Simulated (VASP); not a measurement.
Input of a VASP 6.6.1 run:

Contents of INCAR:

```
PREC = Accurate
ENCUT = 520
EDIFF = 1E-6
ISMEAR = 0
SIGMA = 0.1
LREAL = False
LASPH = True
NELM = 60
ALGO = Normal
ISIF = 2
LWAVE = False
LCHARG = False
GGA = PE
NBANDS = 31
```

File KPOINTS:

```
Automatic mesh
0
Gamma
  4 4 4
```

Contents of POSCAR:

```
Ga3Cl
1.0
    4.2513822124      0.0000000000      0.0000000000
    0.0000000000      4.2513822124      0.0000000000
    0.0000000000      0.0000000000      4.2513822124
Ga Cl
3 1
Direct
    0.0000000000      0.5000000000      0.5000000000
    0.5000000000      0.0000000000      0.5000000000
    0.5000000000      0.5000000000      0.0000000000
    0.0000000000      0.0000000000      0.0000000000
```

Potentials or basis: VASP PAW PBE potentials, release 64 (Ga_d, Cl).

Command:

```bash
$ cat potpaw_PBE.64/Ga_d/POTCAR potpaw_PBE.64/Cl/POTCAR > POTCAR
$ mpirun -np 1 vasp_std > vasp.out
```

**Question.** What does it give for the pressure?

**Answer.** 6.4 GPa.

**Question.** Predict the band gap on the k mesh.

**Answer.** Zero (band 23 reaches 6.14 eV, above the bottom of band 24 at 5.34 eV).

Caveat: the k points lie up to 0.37 Å⁻¹ apart.
